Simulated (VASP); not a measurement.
# NaH: single point with PBE

Crystal: NaH.

```
Na H
1.0
     0.00000    2.46343    2.46343
     2.46343    0.00000    2.46343
     2.46343    2.46343    0.00000
Na H
1 1
Direct
  0.00000 0.00000 0.00000
  0.50000 0.50000 0.50000
```

This cell differs from its parent crystal: volume scaled by 1.06.

```json
{"Program": "VASP 6.6.1", "Task": "single point", "Functional": "PBE", "Potentials or basis": "VASP PAW PBE potentials, release 64 (Na_pv, H)", "Cutoff": "520 eV", "k mesh": "8 × 8 × 8", "Occupations": "gaussian, width 0.02 eV", "Spin": "no spin polarisation", "Dipole correction": "no", "Further INCAR settings": "ALGO = Normal; EDIFF = 1e-06; NBANDS = 11"}
```

The pressure is -1.3 GPa and the band gap on the k mesh is 3.66 eV, indirect (least direct gap 4.49 eV).

Levels at points of the mesh, in eV from the valence-band top:
```
           k point  band 2  band 3  band 4  band 5  band 6  band 7
(0.00, 0.00, 0.00)  -22.21  -22.21   -3.46    9.92   15.18   15.18
(0.50, 0.00, 0.00)  -22.22  -22.22   -0.83    3.66   10.39   13.03
(0.50, 0.50, 0.00)  -22.23  -22.23   -0.16    4.53    9.82   10.32
```

Run time: 7.2 s on 1 thread of Intel Xeon 6975P-C (shared host), peak memory 0.15 GiB.

 A k mesh can miss the band edges.
